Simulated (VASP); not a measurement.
# TiC (de600) (Fm-3m) in VASP: vibrations by perturbation theory with LDA

Aim: the vibrations by perturbation theory of TiC (de600) with LDA.

All numbers are computed with VASP 6.6.1; they aren't measurements. Logs are shortened: lines on timing, memory, paths and dates and some standing lists are left out, and cuts for length are marked.

**1. The cell of the first run**

Symmetry: Fm-3m, No. 225, cubic system. The conventional cell has a = 4.261 Å, b = 4.261 Å, c = 4.261 Å, α = 90.00°, β = 90.00°, γ = 90.00°. Within 2.8 Å of Ti (site symmetry m-3m) lie 6 C at 2.13 Å. C (site symmetry m-3m) has 6 Ti at 2.13 Å within 2.8 Å.

**2. Vibrations by perturbation theory, LDA**

INCAR reads:

```
SYSTEM = TiC
PREC     = Accurate       ! precision mode
ENCUT    = 520            ! plane-wave cutoff, eV
EDIFF    = 1E-8           ! SCF threshold, eV
ISMEAR   = -1             ! smearing method
SIGMA    = 0.15           ! smearing width, eV
LREAL    = .FALSE.        ! projectors in reciprocal space
LASPH    = .TRUE.         ! aspherical terms in the spheres
NELM     = 60             ! most SCF steps
ALGO     = Normal         ! electronic algorithm
ISIF     = 2              ! what is computed and relaxed
LWAVE    = .FALSE.        ! write WAVECAR
LCHARG   = .TRUE.         ! write CHGCAR
GGA      = CA             ! functional
NBANDS   = 15             ! bands
IBRION   = 8              ! ionic algorithm
NSW      = 1              ! ionic steps
```

KPOINTS reads:

```
Automatic mesh
0
G
  16 16 16
  0 0 0
```

POSCAR reads:

```
TiC
1.0
    0.0000000000      2.1305935390      2.1305935390
    2.1305935390      0.0000000000      2.1305935390
    2.1305935390      2.1305935390      0.0000000000
Ti C
1 1
Direct
    0.0000000000      0.0000000000      0.0000000000
    0.5000000000      0.5000000000      0.5000000000
```

Potentials or basis: VASP PAW LDA potentials, release 64 (Ti_sv, C).

The run is started by

```console
$ cat potpaw_LDA.64/Ti_sv/POTCAR potpaw_LDA.64/C/POTCAR > POTCAR
$ mpirun -np 1 vasp_std > vasp.out
```

OUTCAR:

```text
SYSTEM = TiC
   PREC = Accurate
   ENCUT = 520
   EDIFF = 1E-8
   ISMEAR = -1
   LREAL = .FALSE.
   LASPH = .TRUE.
   NELM = 60
   ISIF = 2
   GGA = CA
   IBRION = 8
   NSW = 1

 ion  position               nearest neighbor table
   1  0.000  0.000  0.000-   2 2.13   2 2.13   2 2.13   2 2.13   2 2.13   2 2.13
   2  0.500  0.500  0.500-   1 2.13   1 2.13   1 2.13   1 2.13   1 2.13   1 2.13

  LATTYP: Found a face centered cubic cell.
 ALAT       =     4.2611870780

  Lattice vectors:

 A1 = (   0.0000000000,   2.1305935390,   2.1305935390)
 A2 = (   2.1305935390,   0.0000000000,   2.1305935390)
 A3 = (   2.1305935390,   2.1305935390,   0.0000000000)

Analysis of symmetry for initial positions (statically):
=====================================================================
 Subroutine PRICEL returns:
 Original cell was already a primitive cell.

 Routine SETGRP: Setting up the symmetry group for a
 face centered cubic supercell.

 Subroutine GETGRP returns: Found 48 space group operations
 (whereof 48 operations were pure point group operations)
 out of a pool of 48 trial point group operations.

The static configuration has the point symmetry O_h .

Analysis of symmetry for dynamics (positions and initial velocities):
=====================================================================
 Subroutine PRICEL returns:
 Original cell was already a primitive cell.

 Routine SETGRP: Setting up the symmetry group for a
 face centered cubic supercell.

 Subroutine GETGRP returns: Found 48 space group operations
 (whereof 48 operations were pure point group operations)
 out of a pool of 48 trial point group operations.

The dynamic configuration has the point symmetry O_h .

 Subroutine INISYM returns: Found 48 space group operations
 (whereof 48 operations are pure point group operations),
 and found     1 'primitive' translations

[... 592 lines left out ...]
  external PRESSURE =       7.2145128 kB  Pullay stress =       0.0000000 kB

 VOLUME and BASIS-vectors are now :
 -----------------------------------------------------------------------------
  energy-cutoff  :      520.00
  volume of cell :       19.34
      direct lattice vectors                 reciprocal lattice vectors
     0.000000000  2.130593539  2.130593539    -0.234676390  0.234676390  0.234676390
     2.130593539  0.000000000  2.130593539     0.234676390 -0.234676390  0.234676390
     2.130593539  2.130593539  0.000000000     0.234676390  0.234676390 -0.234676390

 POSITION                                       TOTAL-FORCE (eV/Angst)
 -----------------------------------------------------------------------------------
      0.00000      0.00000      0.00000         0.000000      0.000000      0.000000
      2.13059      2.13059      2.13059        -0.000000     -0.000000     -0.000000
 -----------------------------------------------------------------------------------
    total drift:                                0.000000     -0.000000     -0.000000

  FREE ENERGIE OF THE ION-ELECTRON SYSTEM (eV)
  ---------------------------------------------------
  free  energy   TOTEN  =       -20.5502412092 eV

  energy  without entropy=      -20.5257346098  energy(sigma->0) =      -20.53798791

[... ionic steps 2 to 3 ...]

--------------------------------------- Ionic step        4  -------------------------------------------

------------------------ aborting loop because EDIFF is reached ----------------------------------------

[... ionic steps 5 to 6 ...]

--------------------------------------- Ionic step        7  -------------------------------------------

 Free energy of the ion-electron system (eV)
  ---------------------------------------------------
  ---------------------------------------------------
  free energy    TOTEN  =        -0.11792481 eV

  energy without entropy =       -0.11792481

------------------------ aborting loop because EDIFF is reached ----------------------------------------

 INTERNAL STRAIN TENSOR  FOR ION    2  DIRECTION 1   (eV/Angst):
 -----------------------------------------------------------------------------
    -0.00974 -0.00000  0.00000
     0.00000  0.00380  0.00000
    -0.00000  0.00000  0.00380

 INTERNAL STRAIN TENSOR FOR ION    2 for displacements in x,y,z  (eV/Angst):
          X           Y           Z          XY          YZ          ZX
  --------------------------------------------------------------------------------
  x     0.00000     0.00000     0.00000     0.00000     0.00000     0.00000
  y     0.00000     0.00000     0.00000     0.00000     0.00000     0.00000
  z     0.00000     0.00000     0.00000     0.00000     0.00000     0.00000

 SECOND DERIVATIVES (NOT SYMMETRIZED)
 ------------------------------------
               1X          1Y          1Z          2X          2Y          2Z
  1X   -10.906325    0.000000    0.000000   10.906325    0.000000    0.000000
  1Y     0.000000  -10.906325    0.000000    0.000000   10.906325    0.000000
  1Z     0.000000    0.000000  -10.906325    0.000000    0.000000   10.906325
  2X    10.898865    0.000000    0.000000  -10.898865    0.000000    0.000000
  2Y     0.000000   10.898865    0.000000    0.000000  -10.898865    0.000000
  2Z     0.000000    0.000000   10.898865    0.000000    0.000000  -10.898865

 Eigenvectors and eigenvalues of the dynamical matrix
 ----------------------------------------------------

   1 f  =   16.656559 THz   104.656249 2PiTHz  555.603015 cm-1    68.885963 meV
             X         Y         Z           dx          dy          dz
      0.000000  0.000000  0.000000     0.000000    0.447948    0.000000
      2.130594  2.130594  2.130594     0.000000   -0.894060    0.000000
[... 21 lines left out ...]
   6 f/i=    0.002282 THz     0.014341 2PiTHz    0.076132 cm-1     0.009439 meV
             X         Y         Z           dx          dy          dz
      0.000000  0.000000  0.000000    -0.007194   -0.008423   -0.893991
      2.130594  2.130594  2.130594    -0.003605   -0.004220   -0.447914

--------------------------------------------------------------------------------------------------------

 ELASTIC MODULI CONTR FROM IONIC RELAXATION (kBar)
 Direction    XX          YY          ZZ          XY          YZ          ZX
 --------------------------------------------------------------------------------
 XX           0.0000      0.0000      0.0000      0.0000      0.0000      0.0000
 YY           0.0000      0.0000      0.0000      0.0000      0.0000      0.0000
 ZZ           0.0000      0.0000      0.0000      0.0000      0.0000      0.0000
 XY           0.0000      0.0000      0.0000      0.0000      0.0000      0.0000
 YZ           0.0000      0.0000      0.0000      0.0000      0.0000      0.0000
 ZX           0.0000      0.0000      0.0000      0.0000      0.0000      0.0000
 --------------------------------------------------------------------------------
```

OSZICAR:

```text
N       E                     dE             d eps       ncg     rms          rms(c)
DAV:   1     0.115858176737E+03    0.11586E+03   -0.79416E+03  4372   0.128E+03
DAV:   2    -0.184316549769E+02   -0.13429E+03   -0.12586E+03  4630   0.339E+02
[... 68 lines left out ...]
RMM:   7    -0.117926311201E+00   -0.34998E-05   -0.36754E-06 24536   0.945E-03    0.422E-04
RMM:   8    -0.117925891934E+00    0.41927E-06   -0.80336E-07 24274   0.452E-03    0.262E-04
RMM:   9    -0.117925096573E+00    0.79536E-06   -0.63583E-08 24312   0.228E-03    0.104E-04
RMM:  10    -0.117924703240E+00    0.39333E-06   -0.54802E-07 24501   0.120E-03    0.488E-05
RMM:  11    -0.117924838675E+00   -0.13543E-06    0.30052E-08 24472   0.616E-04    0.430E-05
RMM:  12    -0.117924804368E+00    0.34306E-07    0.39433E-08 24109   0.338E-04    0.847E-06
RMM:  13    -0.117924806140E+00   -0.17720E-08   -0.73950E-08 25682   0.177E-04    0.815E-06
 Linear response finished
```

stdout:

```text
POSCAR found type information on POSCAR TiC
 POSCAR found :  2 types and       2 ions
 scaLAPACK will be used
 LDA part: xc-table for (Slater(with rela. corr.)+CA(PZ))
 , standard interpolation
 POSCAR, INCAR and KPOINTS ok, starting setup
 FFT: planning ... GRIDC
 FFT: planning ... GRID_SOFT
 FFT: planning ... GRID
 WAVECAR not read
 entering main loop
 Linear response reoptimize wavefunctions to high precision
 Linear response DOF=           2
 Linear response progress:
 first order change of Fermi-energy   0.10192E-03
 force on displaced ion       1 direction 1 : -10.906   0.000   0.000
 Linear response progress:
 first order change of Fermi-energy   0.23044E-03
 force on displaced ion       2 direction 1 : -10.899   0.000   0.000
 Linear response finished
```

Wall time 8 min (1 thread of Intel Xeon Platinum 8259CL at 2.50GHz (Skylake/Cascade Lake), shared host); peak memory 0.36 GiB.

What came out:

- Highest phonon frequency at Γ, LO-TO splitting left out: 556 cm⁻¹

Phonon frequencies in cm⁻¹ (negative: imaginary):
| q point | frequencies |
| --- | --- |
| (0.000, 0.000, 0.000) | 0 0 0 556 556 556 |
